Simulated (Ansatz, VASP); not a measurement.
**One calculation of Ga, two programs**

INCAR

```
  PREC = Accurate
  ENCUT = 520
  EDIFF = 1E-6
  ISMEAR = -1
  SIGMA = 0.05
  LREAL = F
  LASPH = T
  NELM = 100
  ALGO = Normal
  ISIF = 2
  LWAVE = F
  LCHARG = T
  GGA = CA
  LELF = T
  LVHAR = T
  NBANDS = 20
```

KPOINTS

```
regular mesh
0
Gamma
  10 8 7
```

POSCAR

```
Ga
1.0
    2.7597743949      0.0000000000      0.0000000000
    0.0000000000      3.2595839063      0.0000000000
   -1.3344145108      0.0000000000      3.9634920125
Ga
2
Direct
    0.1345962700      0.7500000000      0.7701668300
    0.8654037300      0.2500000000      0.2298331700
```

File input.yaml:

```yaml
crystal:
  lattice:
    - [2.7597743949, 0.0, 0.0]
    - [0.0, 3.2595839063, 0.0]
    - [-1.3344145108, 0.0, 3.9634920125]
  atoms:
    - { symbol: Ga, position: [0.13459627, 0.75, 0.77016683] }
    - { symbol: Ga, position: [0.86540373, 0.25, 0.22983317] }
hamiltonian:
  xc: lda
  pseudopotentials: { kind: paw }
kpoints:
  mp_grid: { grid: [10, 8, 7] }
scf:
  occupations: { method: fermi_dirac, width: 0.05 }
output:
  forces: true
  stress: true
  eigenvalues: true
  write_density: true
  write_potential: true
  elf: true
  volumetric_format: npy
```

Alike in both runs: task single point; functional LDA; k mesh 10 × 8 × 7; occupations fermi-dirac, width 0.05 eV; no spin polarisation.

|  | VASP | Ansatz |
| --- | --- | --- |
| version | VASP 6.6.1 | Ansatz 0.2.0 |
| potentials or method | VASP PAW LDA potentials, release 64 (Ga_d) | Ansatz PAW |
| plane-wave cutoff (eV) | 520 | 420 |
| valence electrons in the cell | 26 | 26 |

```csv
,VASP,Ansatz,Ansatz less VASP
gap on the k mesh at the Fermi level (eV),none,none,-
pressure (GPa),-1.6,-1.7,-0.05
"traceless stress, the component that is largest in VASP (GPa)",-0.81,-0.81,+0.001
rms of the force components (eV/Å),0.042,0.042,-0.0003
```

LDA's correlation is that of Perdew and Zunger in VASP and of Perdew and Wang (1992) in Ansatz. Atom by atom the forces differ by 0.001 eV/Å (rms over components). A gap of «none» marks a metal or a gap that the smearing closes.
